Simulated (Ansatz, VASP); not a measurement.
# CdTe in VASP and in Ansatz

INCAR

```
SYSTEM = CdTe
ALGO = Normal
EDIFF = 1E-6
ENCUT = 500
GGA = PE
GGA_COMPAT = .False.
ISIF = 2
ISMEAR = 0
IVDW = 12
LASPH = .True.
LCHARG = .True.
LELF = .True.
LREAL = .False.
LVHAR = .True.
LWAVE = .False.
NBANDS = 16
NELM = 120
PREC = Accurate
SIGMA = 0.1
```

Contents of KPOINTS:

```
k-points
0
Gamma
  6 6 6
  0 0 0
```

Contents of POSCAR:

```
CdTe
1.0
    0.0000000000      3.2050000000      3.2050000000
    3.2050000000      0.0000000000      3.2050000000
    3.2050000000      3.2050000000      0.0000000000
Cd Te
1 1
Direct
    0.0000000000      0.0000000000      0.0000000000
    0.7500000000      0.7500000000      0.7500000000
```

Input for Ansatz:

```yaml
crystal:
  lattice:
    - [0.0, 3.205, 3.205]
    - [3.205, 0.0, 3.205]
    - [3.205, 3.205, 0.0]
  atoms:
    - { symbol: Cd, position: [0.0, 0.0, 0.0] }
    - { symbol: Te, position: [0.75, 0.75, 0.75] }
basis:
  ecutwfc: 420
kpoints:
  mp_grid: { grid: [6, 6, 6] }
hamiltonian:
  xc: pbe
  dispersion: d3bj
scf:
  occupations: { method: gaussian, width: 0.1 }
output:
  forces: true
  stress: true
  eigenvalues: true
```

Alike in both runs: task single point; functional PBE; dispersion D3(BJ); k mesh 6 × 6 × 6; occupations gaussian, width 0.1 eV; no spin polarisation.

```csv
,VASP,Ansatz
version,VASP 6.6.1,Ansatz 0.2.0
potentials or method,"VASP PAW PBE potentials, release 64 (Cd, Te), cutoff 500 eV","scalar-relativistic, plane waves, PAW"
valence electrons in the cell,18,36
```

```csv
,VASP,Ansatz,Ansatz less VASP
gap on the k mesh at the Fermi level (eV),0.87,0.87,0.000
least direct gap on the mesh (eV),0.87,0.87,0.000
pressure (GPa),2.4,2.2,-0.15
```

VASP's potentials hold 18 valence electrons a cell and Ansatz's 36, so a difference there can come from the potentials and not from the codes.

Spin-orbit coupling is off throughout.
